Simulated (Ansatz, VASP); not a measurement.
Ti in VASP and in Ansatz

```
Ti
1.0
     0.00000   -3.21023    0.00000
    -3.21023    0.00000    0.00000
     0.00000    0.00000   -3.21023
Ti
2
Direct
  0.50000 0.50000 0.53115
  0.00000 0.00000 0.96885
```

Change from the starting cell: mode 4 (225.9 1/cm) frozen in, largest displacement -0.100 Å.

Alike in both runs: task single point; functional PBEsol; k mesh 18 × 18 × 18; occupations gaussian, width 0.15 eV; no spin polarisation.

```csv
,VASP,Ansatz
version,VASP 6.6.1,Ansatz 0.2.0
potentials or method,"VASP PAW PBE potentials, release 64 (Ti_sv), cutoff 520 eV","scalar-relativistic, plane waves, PAW"
valence electrons in the cell,24,24
```

VASP gave:

| Quantity | Value |
| --- | --- |
| gap on the k mesh at the Fermi level (eV) | none |
| pressure (GPa) | 0.6 |
| traceless stress, the component that is largest in VASP (GPa) | -0.65 |
| rms of the force components (eV/Å) | 0.566 |

Task: Which values does Ansatz return?

Result: gap on the k mesh at the Fermi level (eV): none; pressure (GPa): 1.1; traceless stress, the component that is largest in VASP (GPa): -0.66; rms of the force components (eV/Å): 0.567.

VASP's potentials were made for PBE, not for PBEsol. Atom by atom the forces differ by 0.001 eV/Å (rms over components). A gap of «none» marks a metal or a gap that the smearing closes.
